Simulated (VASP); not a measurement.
# AlN (I4/mmm) in VASP: further runs, part 2 of 3

VASP 6.6.1.

### 3 Single point, PBE (epitaxial xy strain +2.0%)

File INCAR:

```
SYSTEM = AlN
  ALGO = Normal
  EDIFF = 1E-7
  ENCUT = 520
  GGA = PE
  ISIF = 2
  ISMEAR = -1
  LASPH = .TRUE.
  LCHARG = .TRUE.
  LELF = .TRUE.
  LREAL = .FALSE.
  LVHAR = .TRUE.
  LWAVE = .FALSE.
  NBANDS = 11
  NELM = 60
  PREC = Accurate
  SIGMA = 0.02
```

File KPOINTS:

```
k-points
0
G
  10 10 10
  0 0 0
```

File POSCAR:

```
AlN
1.0
    0.0000000000      2.0592458212      1.9894038838
    2.0592458212      0.0000000000      1.9894038838
    2.0592458212      2.0592458212      0.0000000000
Al N
1 1
Direct
    0.0000000000      0.0000000000      0.0000000000
    0.5000000000      0.5000000000      0.5000000000
```

Potentials or basis: VASP PAW PBE potentials, release 64 (Al, N).

Started as:

```bash
> cat potpaw_PBE.64/Al/POTCAR potpaw_PBE.64/N/POTCAR > POTCAR
> mpirun -np 1 vasp_std > vasp.out
```

OUTCAR:

```text
SYSTEM = AlN
   EDIFF = 1E-7
   ENCUT = 520
   GGA = PE
   ISIF = 2
   ISMEAR = -1
   LASPH = .TRUE.
   LREAL = .FALSE.
   NELM = 60
   PREC = Accurate

 ion  position               nearest neighbor table
   1  0.000  0.000  0.000-   2 1.99   2 1.99   2 2.06   2 2.06   2 2.06   2 2.06
   2  0.500  0.500  0.500-   1 1.99   1 1.99   1 2.06   1 2.06   1 2.06   1 2.06

  LATTYP: Found a body centered tetragonal cell.
 ALAT       =     2.9122133686
 C/A-ratio  =     1.3662487133

  Lattice vectors:

 A1 = (   0.0000000000,  -2.0592458212,  -1.9894038838)
[... 514 lines left out ...]
      7      21.9020      0.00000
      8      24.7637      0.00000
      9      25.5664      0.00000
     10      31.0949      0.00000
     11      34.3528      0.00000

 [... further k-points ...]
[... 5 lines left out ...]
  --------------------------------------------------------------------------------------
  -------------------------------------------------------------------------------------
  Total       -0.3115571     -0.3115571      0.6667115      0.0000000     -0.0000000     -0.0000000
  in kB      -29.5854949    -29.5854949     63.3110029      0.0000000     -0.0000000     -0.0000000
  external PRESSURE =       1.3800043 kB  Pullay stress =       0.0000000 kB

 VOLUME and BASIS-vectors are now :
 -----------------------------------------------------------------------------
  energy-cutoff  :      520.00
  volume of cell :       16.87
      direct lattice vectors                 reciprocal lattice vectors
     0.000000000  2.059245821  1.989403884    -0.242807340  0.242807340  0.251331569
     2.059245821  0.000000000  1.989403884     0.242807340 -0.242807340  0.251331569
     2.059245821  2.059245821  0.000000000     0.242807340  0.242807340 -0.251331569

 POSITION                                       TOTAL-FORCE (eV/Angst)
 -----------------------------------------------------------------------------------
      0.00000      0.00000      0.00000         0.000000      0.000000     -0.000000
      2.05925      2.05925      1.98940        -0.000000      0.000000      0.000000
 -----------------------------------------------------------------------------------
    total drift:                               -0.000000     -0.000000      0.000000

  FREE ENERGIE OF THE ION-ELECTRON SYSTEM (eV)
  ---------------------------------------------------
  free  energy   TOTEN  =       -14.5348796973 eV

  energy  without entropy=      -14.5348796973  energy(sigma->0) =      -14.53487970
```

stdout:

```text
POSCAR found type information on POSCAR AlN
 POSCAR found :  2 types and       2 ions
 scaLAPACK will be used
 LDA part: xc-table for (Slater+PW92), standard interpolation
 POSCAR, INCAR and KPOINTS ok, starting setup
 FFT: planning ... GRIDC
 FFT: planning ... GRID_SOFT
 FFT: planning ... GRID
 WAVECAR not read
 entering main loop
```

Wall time 6.5 s (1 thread of Intel Xeon 6975P-C (Granite Rapids), shared host); peak memory 0.14 GiB.

What came out:

| Quantity | Value |
| --- | --- |
| Free energy | -14.5349 eV |
| Pressure | 0.1 GPa |
| Band gap on the k mesh | 4.14 eV, indirect (least direct gap 5.28 eV) |

Stress tensor (GPa, compression positive):
```
-2.96  0.00  0.00
 0.00 -2.96  0.00
 0.00  0.00  6.33
```

Levels at points of the mesh, in eV from the valence-band top:
```
           k point  band 1  band 2  band 3  band 4  band 5  band 6  band 7  band 8
(0.00, 0.00, 0.00)  -17.45   -0.26    0.00    0.00    5.28   11.88   11.88   12.33
(0.50, 0.00, 0.00)  -14.27   -8.26   -1.19   -1.07    5.89   10.37   11.20   12.88
(0.50, 0.50, 0.00)  -13.14   -7.22   -2.99   -2.99    4.14    5.04   14.01   16.60
(0.50, 0.00, 0.50)  -13.42   -7.38   -2.96   -2.52    4.44    5.38   13.56   16.40
```

Caveat: the cell differs from its parent crystal (epitaxial xy strain +2.0%). A k mesh can miss the band edges.

### 4 Single point, r2SCAN (epitaxial xy strain -4.0%)

File POSCAR:

```
AlN
1.0
    0.0000000000      1.9381137141      2.0900686179
    1.9381137141      0.0000000000      2.0900686179
    1.9381137141      1.9381137141      0.0000000000
Al N
1 1
Direct
    0.0000000000      0.0000000000      0.0000000000
    0.5000000000      0.5000000000      0.5000000000
```

File INCAR.step1:

```
ALGO     = Normal         # electronic algorithm
EDIFF    = 1E-4           # SCF threshold, eV
ENCUT    = 520            # plane-wave cutoff, eV
GGA      = PE             # functional
ISMEAR   = 0              # smearing method
LASPH    = T              # aspherical terms in the spheres
LCHARG   = F              # write CHGCAR
LREAL    = F              # projectors in reciprocal space
LWAVE    = T              # write WAVECAR
NBANDS   = 11             # bands
NELM     = 60             # most SCF steps
PREC     = Accurate       # precision mode
SIGMA    = 0.01           # smearing width, eV
```

File INCAR.step2:

```
ALGO     = Normal         # electronic algorithm
EDIFF    = 1E-6           # SCF threshold, eV
ENCUT    = 520            # plane-wave cutoff, eV
ISIF     = 2              # what is computed and relaxed
ISMEAR   = 0              # smearing method
ISTART   = 1            
LASPH    = T              # aspherical terms in the spheres
LCHARG   = F              # write CHGCAR
LMIXTAU  = T            
LREAL    = F              # projectors in reciprocal space
LWAVE    = F              # write WAVECAR
METAGGA  = R2SCAN         # meta-GGA
NBANDS   = 11             # bands
NELM     = 60             # most SCF steps
PREC     = Accurate       # precision mode
SIGMA    = 0.01           # smearing width, eV
```

File KPOINTS:

```
k-points
0
Gamma
  10 10 10
```

Potentials or basis: VASP PAW PBE potentials, release 64 (Al, N).

Started as:

```bash
> cat potpaw_PBE.64/Al/POTCAR potpaw_PBE.64/N/POTCAR > POTCAR
> cp INCAR.step1 INCAR
> mpirun -np 1 vasp_std > vasp.out
> cp INCAR.step2 INCAR
> mpirun -np 1 vasp_std > vasp.out
```

OUTCAR:

```text
EDIFF = 1E-6
   ENCUT = 520
   ISIF = 2
   ISMEAR = 0
   ISTART = 1
   LASPH = T
   LREAL = F
   METAGGA = R2SCAN
   NELM = 60
   PREC = Accurate

 ion  position               nearest neighbor table
   1  0.000  0.000  0.000-   2 1.94   2 1.94   2 1.94   2 1.94   2 2.09   2 2.09
   2  0.500  0.500  0.500-   1 1.94   1 1.94   1 1.94   1 1.94   1 2.09   1 2.09

  LATTYP: Found a body centered tetragonal cell.
 ALAT       =     2.7409066999
 C/A-ratio  =     1.5250928592

  Lattice vectors:

 A1 = (  -1.9381137141,   0.0000000000,   2.0900686179)
 A2 = (   1.9381137141,   0.0000000000,   2.0900686179)
 A3 = (   0.0000000000,   1.9381137141,  -2.0900686179)

Analysis of symmetry for initial positions (statically):
=====================================================================
 Subroutine PRICEL returns:
 Original cell was already a primitive cell.

 Routine SETGRP: Setting up the symmetry group for a
 body centered tetragonal supercell.

 Subroutine GETGRP returns: Found 16 space group operations
 (whereof 16 operations were pure point group operations)
 out of a pool of 16 trial point group operations.

The static configuration has the point symmetry D_4h.

Analysis of symmetry for dynamics (positions and initial velocities):
=====================================================================
 Subroutine PRICEL returns:
 Original cell was already a primitive cell.

 Routine SETGRP: Setting up the symmetry group for a
 body centered tetragonal supercell.

 Subroutine GETGRP returns: Found 16 space group operations
 (whereof 16 operations were pure point group operations)
 out of a pool of 16 trial point group operations.

The dynamic configuration has the point symmetry D_4h.

 Subroutine INISYM returns: Found 16 space group operations
 (whereof 16 operations are pure point group operations),
 and found     1 'primitive' translations

----------------------------------------------------------------------------------------

                                     Primitive cell

  volume of cell :      15.7018

  direct lattice vectors                    reciprocal lattice vectors
     0.000000000  1.938113714  2.090068618    -0.257982799  0.257982799  0.239226596
     1.938113714  0.000000000  2.090068618     0.257982799 -0.257982799  0.239226596
     1.938113714  1.938113714  0.000000000     0.257982799  0.257982799 -0.239226596

  length of vectors
     2.850380956  2.850380956  2.740906700     0.436279283  0.436279283  0.436279283

  position of ions in fractional coordinates (direct lattice)
     0.000000000  0.000000000  0.000000000
     0.500000000  0.500000000  0.500000000

  ion indices of the primitive-cell ions
   primitive index   ion index
                 1           1
                 2           2

----------------------------------------------------------------------------------------

 KPOINTS: k-points

Automatic generation of k-mesh.
 Grid dimensions read from file:
 generate k-points for:   10   10   10

 Generating k-lattice:

  Cartesian coordinates                     Fractional coordinates (reciprocal lattice)
    -0.025798280  0.025798280  0.023922660     0.100000000  0.000000000  0.000000000
     0.025798280 -0.025798280  0.023922660     0.000000000  0.100000000  0.000000000
     0.025798280  0.025798280 -0.023922660    -0.000000000 -0.000000000  0.100000000

  Length of vectors
     0.043627928  0.043627928  0.043627928

  Shift w.r.t. Gamma in fractional coordinates (k-lattice)
     0.000000000  0.000000000  0.000000000

 Subroutine IBZKPT returns following result:
 ===========================================

 Found    102 irreducible k-points:

 Following reciprocal coordinates:
            Coordinates               Weight
  0.000000  0.000000  0.000000      1.000000
  0.100000  0.000000  0.000000      8.000000
  0.200000  0.000000  0.000000      8.000000
  0.300000 -0.000000  0.000000      8.000000
  0.400000  0.000000  0.000000      8.000000
  0.500000  0.000000  0.000000      4.000000
[... 16 lines left out ...]
  0.300000  0.300000  0.000000      2.000000
  0.400000  0.300000  0.000000      8.000000
 [... further k-points ...]
   k-points           NKPTS =    102   k-points in BZ     NKDIM =    102   number of bands    NBANDS=     11
   number of dos      NEDOS =    301   number of ions     NIONS =      2
   total plane-waves  NPLWV =  11520
   dimension x,y,z NGX =    24 NGY =   24 NGZ =   20
   dimension x,y,z NGXF=    48 NGYF=   48 NGZF=   40
   ions per type =               1   1
   NGX,Y,Z   is equivalent  to a cutoff of  14.00, 14.00, 12.13 a.u.
   NGXF,Y,Z  is equivalent  to a cutoff of  28.00, 28.00, 24.26 a.u.
 SYSTEM =  unknown system
   PREC   = accura    normal or accurate (medium, high low for compatibility)
   ISTART =      1    job   : 0-new  1-cont  2-samecut
   ICHARG =      0    charge: 1-file 2-atom 10-const
   ISPIN  =      1    spin polarized calculation?
   LNONCOLLINEAR =      F non collinear calculations
   LSORBIT =      F    spin-orbit coupling
   LASPH  =      T    aspherical Exc in radial PAW
   ENCUT  =  520.0 eV  38.22 Ry    6.18 a.u.   5.30  5.30  5.10*2*pi/ulx,y,z
   NELM   =     60;   NELMIN=  2; NELMDL=  0     # of ELM steps
   EDIFF  = 0.1E-05   stopping-criterion for ELM
   LREAL  =      F    real-space projection
   EDIFFG = 0.1E-04   stopping-criterion for IOM
   NSW    =      0    number of steps for IOM
   IBRION =     -1    ionic relax: 0-MD 1-quasi-New 2-CG
   NFREE  =      0    steps in history (QN), initial steepest desc. (CG)
   ISIF   =      2    stress and relaxation
   ISYM   =      2    0-nonsym 1-usesym 2-fastsym
   POTIM  = 0.5000    time-step for ionic-motion
   TEBEG  =    0.0;   TEEND  =   0.0 temperature during run
   PSTRESS=    0.0 pullay stress
   NELECT =       8.0000    total number of electrons
   NUPDOWN=      -1.0000    fix difference up-down
   EMIN   =  10.00;   EMAX   =-10.00  energy-range for DOS
   EFERMI =   0.00;   METHOD = LEGACY
   ISMEAR =     0;   SIGMA  =   0.01  broadening in eV -4-tet -1-fermi 0-gaus
   EFERMI_NEDOS =   21; number of points for ismear=-14 and -15
   IALGO  =     38    algorithm
   IMIX   =      4    mixing-type and parameters
     AMIX     =   0.40;   BMIX     =  1.00
     AMIX_MAG =   1.60;   BMIX_MAG =  1.00
  volume/ion in A,a.u.               =       7.85        52.98
  Fermi-wavevector in a.u.,A,eV,Ry     =   1.307540  2.470893 23.261365  1.709662
  Thomas-Fermi vector in A             =   2.438268
   LORBIT       =      0    0 simple, 1 ext, 2 COOP (PROOUT), +10 PAW based schemes
   METAGGA = R2SCAN    functional components
   LHFCALC =     F    Hartree Fock is set to
   AEXX    =    0.0000 exact exchange contribution
   IVDW    =     0    specifies the selected vdW correction
   LEPSILON=     F    determine dielectric tensor
   LRPA    =     F    only Hartree local field effects (RPA)
 non-spin polarized calculation
 Gauss-broadening in eV      SIGMA  =   0.01
  energy-cutoff  :      520.00
  volume of cell :       15.70
 maximum number of plane-waves:       434
 NGX is ok and might be reduce to    24
   NGX = 11   NGY = 11   NGZ = 11

 number of electron       8.0000001 magnetization

 Free energy of the ion-electron system (eV)
  ---------------------------------------------------
  ext. energy  EPLUGINS =         0.00000000
  ---------------------------------------------------
  free energy    TOTEN  =       -18.80030456 eV

  energy without entropy =      -18.80030456  energy(sigma->0) =      -18.80030456

 E-fermi :  10.8827     XC(G=0): -13.1255

 val. band max:       10.7267995510   @ k =   0.0000   0.0000   0.0000
 cond. band min:      16.1406700550   @ k =   0.5000   0.0000   0.5000
 fundamental gap:      5.4138705040
 Fermi energy:        10.8826768122

 k-point     1 :       0.0000    0.0000    0.0000
  band No.  band energies     occupation
      1      -8.4574      2.00000
      2      10.2602      2.00000
      3      10.2602      2.00000
      4      10.7268      2.00000
      5      17.5830      0.00000
      6      22.8528      0.00000
      7      23.9645      0.00000
      8      23.9645      0.00000
      9      28.3353      0.00000
     10      29.5380      0.00000
     11      29.5533      0.00000
[... 309 lines left out ...]
 k-point    24 :       0.4000    0.3000    0.0000
  band No.  band energies     occupation
      1      -5.5665      2.00000
      2       4.0946      2.00000
      3       7.5816      2.00000
      4       8.2704      2.00000
      5      18.0356      0.00000
      6      18.9399      0.00000
      7      23.8991      0.00000
      8      28.5552      0.00000
      9      29.2877      0.00000
     10      34.3606      0.00000
     11      37.2616      0.00000

 [... further k-points ...]
[... 5 lines left out ...]
  --------------------------------------------------------------------------------------
  -------------------------------------------------------------------------------------
  Total        2.4871934      2.4871934     -0.1045864      0.0000000      0.0000000      0.0000000
  in kB      253.7880019    253.7880019    -10.6717774      0.0000000      0.0000000      0.0000000
  external PRESSURE =     165.6347421 kB  Pullay stress =       0.0000000 kB

 VOLUME and BASIS-vectors are now :
 -----------------------------------------------------------------------------
  energy-cutoff  :      520.00
  volume of cell :       15.70
      direct lattice vectors                 reciprocal lattice vectors
     0.000000000  1.938113714  2.090068618    -0.257982799  0.257982799  0.239226596
     1.938113714  0.000000000  2.090068618     0.257982799 -0.257982799  0.239226596
     1.938113714  1.938113714  0.000000000     0.257982799  0.257982799 -0.239226596

 POSITION                                       TOTAL-FORCE (eV/Angst)
 -----------------------------------------------------------------------------------
      0.00000      0.00000      0.00000         0.000000     -0.000000      0.000000
      1.93811      1.93811      2.09007        -0.000000      0.000000      0.000000
 -----------------------------------------------------------------------------------
    total drift:                               -0.000000     -0.000000      0.000000

  FREE ENERGIE OF THE ION-ELECTRON SYSTEM (eV)
  ---------------------------------------------------
  free  energy   TOTEN  =       -18.8003045646 eV

  energy  without entropy=      -18.8003045646  energy(sigma->0) =      -18.80030456
```

It took 21 s on 1 thread of Intel Xeon 6975P-C (Granite Rapids), shared host; peak memory 0.14 GiB.

What came out:

* Free energy: -18.8003 eV
* Pressure: 16.6 GPa
* Band gap on the k mesh: 5.41 eV, indirect (least direct gap 6.86 eV)

Stress tensor (GPa, compression positive):
```
25.38  0.00  0.00
 0.00 25.38  0.00
 0.00  0.00 -1.07
```

Caveat: the cell differs from its parent crystal (epitaxial xy strain -4.0%); the PAW data sets were made with another functional, which shifts forces and pressure a little. A k mesh can miss the band edges.

(Continued in part 3 of 3.)
